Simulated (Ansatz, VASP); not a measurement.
# AlNi: VASP beside Ansatz

File INCAR:

```
PREC = Accurate ; ENCUT = 600
EDIFF = 1E-7 ; ISMEAR = 0
SIGMA = 0.1 ; LREAL = False
LASPH = True ; NELM = 80
ALGO = Fast ; ISIF = 3
LWAVE = False ; LCHARG = False
GGA = PE ; IBRION = 2
NSW = 100 ; EDIFFG = -0.01
```

KPOINTS

```
Automatic mesh
0
Gamma
  24 24 14
```

Contents of POSCAR:

```
AlNi
1.0
    2.6636214700      0.0000000000      0.0000000000
   -1.3318107400      2.3067638600      0.0000000000
    0.0000000000      0.0000000000      4.1775485700
Al Ni
1 1
Direct
    0.3333333300      0.6666666700      0.0000000000
    0.6666666700      0.3333333300      0.5000000000
```

Input for Ansatz:

```yaml
crystal:
  lattice:
    - [2.66362147, 0.0, 0.0]
    - [-1.33181074, 2.30676386, 0.0]
    - [0.0, 0.0, 4.17754857]
  atoms:
    - { symbol: Al, position: [0.33333333, 0.66666667, 0.0] }
    - { symbol: Ni, position: [0.66666667, 0.33333333, 0.5] }
basis:
  ecutwfc: 420
kpoints:
  mp_grid: { grid: [24, 24, 14] }
hamiltonian:
  xc: pbe
scf:
  occupations: { method: gaussian, width: 0.1 }
output:
  forces: true
  stress: true
  eigenvalues: true
relax:
  adjacent_minimum: "off"
  f_tol: 0.01
  max_steps: 80
  cell: { stress_tol: 0.05 }
```

Alike in both runs: task relaxation of cell and atoms; functional PBE; k mesh 24 × 24 × 14; occupations gaussian, width 0.1 eV; no spin polarisation.

|  | VASP | Ansatz |
| --- | --- | --- |
| version | VASP 6.6.1 | Ansatz 0.2.0 |
| potentials or method | VASP PAW PBE potentials, release 64 (Al, Ni), cutoff 600 eV | scalar-relativistic, plane waves, PAW |
| valence electrons in the cell | 13 | 21 |

|  | VASP | Ansatz | Ansatz less VASP |
| --- | --- | --- | --- |
| gap on the k mesh at the Fermi level, each at its own relaxed structure (eV) | none | none | - |
| relaxed volume (Å³/atom) | 12.59 | 12.58 | -0.010 |
| relaxed cell length with the largest relative difference (Å) | 2.760 | 2.759 | -0.0018 |

A gap of «none» marks a metal or a gap that the smearing closes. VASP's potentials hold 13 valence electrons a cell and Ansatz's 21, so a difference there can come from the potentials and not from the codes.
